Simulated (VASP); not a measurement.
# Ti (P6_3/mmc) in VASP: a series of runs

The runs below take Ti through electric field gradients, with PBE.

All numbers are computed with VASP 6.6.1; they aren't measurements. Logs are shortened: lines on timing, memory, paths and dates and some standing lists are left out, and cuts for length are marked.

### 1 The cell of the first run

It takes space group P6_3/mmc (No. 194, hexagonal). Conventional cell: a = 2.950 Å, b = 2.950 Å, c = 4.639 Å, α = 90.00°, β = 90.00°, γ = 120.00°. Ti (site symmetry -6m2) has 12 Ti at 2.88 to 2.95 Å within 3.8 Å.

### 2 Electric field gradients, PBE (zz strain of -1 %)

INCAR reads:

```
  ALGO = Normal
  EDIFF = 1E-8
  ENCUT = 400
  GGA = PE
  GGA_COMPAT = F
  ISIF = 2
  ISMEAR = -1
  LASPH = T
  LCHARG = F
  LEFG = T
  LREAL = F
  LWAVE = F
  NBANDS = 19
  NELM = 120
  PREC = Accurate
  SIGMA = 0.08
```

KPOINTS reads:

```
k-points
0
Gamma
  13 13 7
```

POSCAR reads:

```
Ti
1.0
    2.9499978604      0.0000000000      0.0000000000
   -1.4749989302      2.5547730882      0.0000000000
    0.0000000000      0.0000000000      4.6391400000
Ti
2
Direct
    0.3333333333      0.6666666667      0.2500000000
    0.6666666667      0.3333333333      0.7500000000
```

Potentials or basis: VASP PAW PBE potentials, release 64 (Ti_sv).

Started as:

```
$ cat potpaw_PBE.64/Ti_sv/POTCAR > POTCAR
$ mpirun -np 1 vasp_std > vasp.out
```

OUTCAR:

```text
EDIFF = 1E-8
   ENCUT = 400
   GGA = PE
   ISIF = 2
   ISMEAR = -1
   LASPH = T
   LREAL = F
   NELM = 120
   PREC = Accurate

 ion  position               nearest neighbor table
   1  0.333  0.667  0.250-   2 2.88   2 2.88   2 2.88   2 2.88   2 2.88   2 2.88
   2  0.667  0.333  0.750-   1 2.88   1 2.88   1 2.88   1 2.88   1 2.88   1 2.88

  LATTYP: Found a hexagonal cell.
 ALAT       =     2.9499978604
 C/A-ratio  =     1.5725909711

  Lattice vectors:

 A1 = (   2.9499978604,   0.0000000000,   0.0000000000)
 A2 = (  -1.4749989302,   2.5547730882,   0.0000000000)
 A3 = (   0.0000000000,   0.0000000000,   4.6391400000)

Analysis of symmetry for initial positions (statically):
=====================================================================
 Subroutine PRICEL returns:
 Original cell was already a primitive cell.

 Routine SETGRP: Setting up the symmetry group for a
 hexagonal supercell.

 Subroutine GETGRP returns: Found 24 space group operations
 (whereof 12 operations were pure point group operations)
 out of a pool of 24 trial point group operations.

The static configuration has the point symmetry D_3d.
 The point group associated with its full space group is D_6h.

Analysis of symmetry for dynamics (positions and initial velocities):
=====================================================================
 Subroutine PRICEL returns:
 Original cell was already a primitive cell.

 Routine SETGRP: Setting up the symmetry group for a
 hexagonal supercell.

 Subroutine GETGRP returns: Found 24 space group operations
 (whereof 12 operations were pure point group operations)
 out of a pool of 24 trial point group operations.

The dynamic configuration has the point symmetry D_3d.
 The point group associated with its full space group is D_6h.

 Subroutine INISYM returns: Found 24 space group operations
 (whereof 12 operations are pure point group operations),
 and found     1 'primitive' translations

----------------------------------------------------------------------------------------

                                     Primitive cell

  volume of cell :      34.9632

  direct lattice vectors                    reciprocal lattice vectors
     2.949997860  0.000000000  0.000000000     0.338983297  0.195712098  0.000000000
    -1.474998930  2.554773088  0.000000000     0.000000000  0.391424195  0.000000000
     0.000000000  0.000000000  4.639140000     0.000000000  0.000000000  0.215557194

  length of vectors
     2.949997860  2.949997860  4.639140000     0.391424195  0.391424195  0.215557194

  position of ions in fractional coordinates (direct lattice)
     0.333333333  0.666666667  0.250000000
     0.666666667  0.333333333  0.750000000

  ion indices of the primitive-cell ions
   primitive index   ion index
                 1           1
                 2           2

----------------------------------------------------------------------------------------

 KPOINTS: k-points

Automatic generation of k-mesh.
 Grid dimensions read from file:
 generate k-points for:   13   13    7

 Generating k-lattice:

  Cartesian coordinates                     Fractional coordinates (reciprocal lattice)
     0.026075638  0.015054777  0.000000000     0.076923077  0.000000000  0.000000000
     0.000000000  0.030109553  0.000000000     0.000000000  0.076923077  0.000000000
     0.000000000  0.000000000  0.030793885     0.000000000  0.000000000  0.142857143

  Length of vectors
     0.030109553  0.030109553  0.030793885

  Shift w.r.t. Gamma in fractional coordinates (k-lattice)
     0.000000000  0.000000000  0.000000000

 Subroutine IBZKPT returns following result:
 ===========================================

 Found     84 irreducible k-points:

 Following reciprocal coordinates:
            Coordinates               Weight
  0.000000  0.000000  0.000000      1.000000
  0.076923  0.000000  0.000000      6.000000
  0.153846 -0.000000  0.000000      6.000000
  0.230769  0.000000  0.000000      6.000000
  0.307692 -0.000000  0.000000      6.000000
  0.384615  0.000000  0.000000      6.000000
[... 16 lines left out ...]
  0.076923  0.000000  0.142857     12.000000
  0.153846 -0.000000  0.142857     12.000000
 [... further k-points ...]
   k-points           NKPTS =     84   k-points in BZ     NKDIM =     84   number of bands    NBANDS=     19
   number of dos      NEDOS =    301   number of ions     NIONS =      2
   total plane-waves  NPLWV =  12000
   dimension x,y,z NGX =    20 NGY =   20 NGZ =   30
   dimension x,y,z NGXF=    40 NGYF=   40 NGZF=   60
   ions per type =               2
   NGX,Y,Z   is equivalent  to a cutoff of  11.27, 11.27, 10.75 a.u.
   NGXF,Y,Z  is equivalent  to a cutoff of  22.54, 22.54, 21.50 a.u.
 SYSTEM =  unknown system
   PREC   = accura    normal or accurate (medium, high low for compatibility)
   ISTART =      0    job   : 0-new  1-cont  2-samecut
   ICHARG =      2    charge: 1-file 2-atom 10-const
   ISPIN  =      1    spin polarized calculation?
   LNONCOLLINEAR =      F non collinear calculations
   LSORBIT =      F    spin-orbit coupling
   LASPH  =      T    aspherical Exc in radial PAW
   ENCUT  =  400.0 eV  29.40 Ry    5.42 a.u.   4.81  4.81  7.57*2*pi/ulx,y,z
   NELM   =    120;   NELMIN=  2; NELMDL= -5     # of ELM steps
   EDIFF  = 0.1E-07   stopping-criterion for ELM
   LREAL  =      F    real-space projection
   EDIFFG = 0.1E-06   stopping-criterion for IOM
   NSW    =      0    number of steps for IOM
   IBRION =     -1    ionic relax: 0-MD 1-quasi-New 2-CG
   NFREE  =      0    steps in history (QN), initial steepest desc. (CG)
   ISIF   =      2    stress and relaxation
   ISYM   =      2    0-nonsym 1-usesym 2-fastsym
   POTIM  = 0.5000    time-step for ionic-motion
   TEBEG  =    0.0;   TEEND  =   0.0 temperature during run
   PSTRESS=    0.0 pullay stress
   NELECT =      24.0000    total number of electrons
   NUPDOWN=      -1.0000    fix difference up-down
   EMIN   =  10.00;   EMAX   =-10.00  energy-range for DOS
   EFERMI =   0.00;   METHOD = LEGACY
   ISMEAR =    -1;   SIGMA  =   0.08  broadening in eV -4-tet -1-fermi 0-gaus
   EFERMI_NEDOS =   21; number of points for ismear=-14 and -15
   IALGO  =     38    algorithm
   IMIX   =      4    mixing-type and parameters
     AMIX     =   0.40;   BMIX     =  1.00
     AMIX_MAG =   1.60;   BMIX_MAG =  1.00
  volume/ion in A,a.u.               =      17.48       117.97
  Fermi-wavevector in a.u.,A,eV,Ry     =   1.444136  2.729021 28.375339  2.085529
  Thomas-Fermi vector in A             =   2.562465
   LORBIT       =      0    0 simple, 1 ext, 2 COOP (PROOUT), +10 PAW based schemes
   GGA     = PE    functional components
   LHFCALC =     F    Hartree Fock is set to
   AEXX    =    0.0000 exact exchange contribution
   IVDW    =     0    specifies the selected vdW correction
   LEPSILON=     F    determine dielectric tensor
   LRPA    =     F    only Hartree local field effects (RPA)
 non-spin polarized calculation
  energy-cutoff  :      400.00
  volume of cell :       34.96
 maximum number of plane-waves:       651
 NGX is ok and might be reduce to    20
   NGX =  9   NGY =  9   NGZ = 15

 number of electron      23.9999996 magnetization

 Free energy of the ion-electron system (eV)
  ---------------------------------------------------
  ext. energy  EPLUGINS =         0.00000000
  ---------------------------------------------------
  free energy    TOTEN  =       -15.67755607 eV

  energy without entropy =      -15.62950539  energy(sigma->0) =      -15.65353073

 E-fermi :   8.2652     XC(G=0): -11.4666

 val. band max:        8.2604705247   @ k =   0.3846   0.2308   0.2857
 cond. band min:       8.2696599052   @ k =   0.3077   0.2308   0.4286
 fundamental gap:      0.0091893804
 Fermi energy:         8.2652011102

 k-point     1 :       0.0000    0.0000    0.0000
  band No.  band energies     occupation
      1     -48.5883      2.00000
      2     -48.4498      2.00000
      3     -25.1811      2.00000
      4     -24.5547      2.00000
      5     -24.5547      2.00000
      6     -24.4776      2.00000
[... 11 lines left out ...]
     18       9.8528      0.00000
     19      11.4010      0.00000
[... 485 lines left out ...]
 k-point    24 :       0.1538   -0.0000    0.1429
  band No.  band energies     occupation
      1     -48.5605      2.00000
      2     -48.4488      2.00000
      3     -25.1052      2.00000
      4     -24.6430      2.00000
      5     -24.5876      2.00000
      6     -24.5806      2.00000
[... 11 lines left out ...]
     18      10.0562      0.00000
     19      11.5399      0.00000

 [... further k-points ...]

------------------------ aborting loop because EDIFF is reached ----------------------------------------

  FORCE on cell =-STRESS in cart. coord.  units (eV):
  Direction    XX          YY          ZZ          XY          YZ          ZX
  --------------------------------------------------------------------------------------
  -------------------------------------------------------------------------------------
  Total       -0.3793285     -0.3793285     -0.2107496      0.0000000      0.0000000      0.0000000
  in kB      -17.3825904    -17.3825904     -9.6575233      0.0000000      0.0000000      0.0000000
  external PRESSURE =     -14.8075680 kB  Pullay stress =       0.0000000 kB

 VOLUME and BASIS-vectors are now :
 -----------------------------------------------------------------------------
  energy-cutoff  :      400.00
  volume of cell :       34.96
      direct lattice vectors                 reciprocal lattice vectors
     2.949997860  0.000000000  0.000000000     0.338983297  0.195712098  0.000000000
    -1.474998930  2.554773088  0.000000000     0.000000000  0.391424195  0.000000000
     0.000000000  0.000000000  4.639140000     0.000000000  0.000000000  0.215557194

 POSITION                                       TOTAL-FORCE (eV/Angst)
 -----------------------------------------------------------------------------------
     -0.00000      1.70318      1.15979         0.000000     -0.000000      0.000000
      1.47500      0.85159      3.47935        -0.000000      0.000000      0.000000
 -----------------------------------------------------------------------------------
    total drift:                               -0.000000      0.000000     -0.000000

  FREE ENERGIE OF THE ION-ELECTRON SYSTEM (eV)
  ---------------------------------------------------
  free  energy   TOTEN  =       -15.6775560725 eV

  energy  without entropy=      -15.6295053920  energy(sigma->0) =      -15.65353073

 Electric field gradients (V/A^2)
---------------------------------------------------------------------
 ion       V_xx      V_yy      V_zz      V_xy      V_xz      V_yz
---------------------------------------------------------------------
   1      -9.394    -9.390    18.784     0.003     0.000    -0.000
   2      -9.394    -9.390    18.784     0.003    -0.000     0.000
---------------------------------------------------------------------

 Electric field gradients after diagonalization (V/A^2)
 (convention: |V_zz| > |V_xx| > |V_yy|)
----------------------------------------------------------------------
 ion       V_xx      V_yy      V_zz     asymmetry (V_yy - V_xx)/ V_zz
----------------------------------------------------------------------
   1      -9.395    -9.389    18.784       0.000
   2      -9.395    -9.389    18.784       0.000
----------------------------------------------------------------------

           NMR quadrupolar parameters

 Cq : quadrupolar parameter    Cq=e*Q*V_zz/h
 eta: asymmetry parameters     (V_yy - V_xx)/ V_zz
 Q  : nuclear electric quadrupole moment in mb (millibarn)
----------------------------------------------------------------------
 ion       Cq(MHz)       eta       Q (mb)
----------------------------------------------------------------------
   1       0.045       0.000       1.000
   2       0.045       0.000       1.000
----------------------------------------------------------------------
```

It took 42 s on 1 thread of Intel Xeon Platinum 8259CL at 2.50GHz (Skylake/Cascade Lake), shared host; peak memory 0.15 GiB.

What came out:

```yaml
Free_energy: -15.6776 eV
Pressure: -1.5 GPa
Band_gap_on_the_k_mesh: zero (bands 12 and 13 overlap by 1.09 eV)
Largest_electric_field_gradient_by_atom: Ti +18.8 V/Å²
```

Stress tensor (GPa, compression positive):
```
-1.74  0.00  0.00
 0.00 -1.74  0.00
 0.00  0.00 -0.97
```

Levels at points of the mesh, in eV from the Fermi level:
| k point | band 10 | band 11 | band 12 | band 13 | band 14 | band 15 |
| --- | --- | --- | --- | --- | --- | --- |
| (0.00, 0.00, 0.00) | -2.65 | 0.77 | 0.77 | 0.83 | 0.94 | 1.28 |

Electric field gradients, principal values (V/Å²):
```
atom   least  middle  greatest (by size)
1 Ti  -9.389  -9.395              18.784
2 Ti  -9.389  -9.395              18.784
```

Caveat: the cell differs from its parent crystal (zz strain of -1 %); without QUAD_EFG the Cq values of the log hold for a quadrupole moment of 1 mb, not for the nuclei.

[end of part 1 of 2]
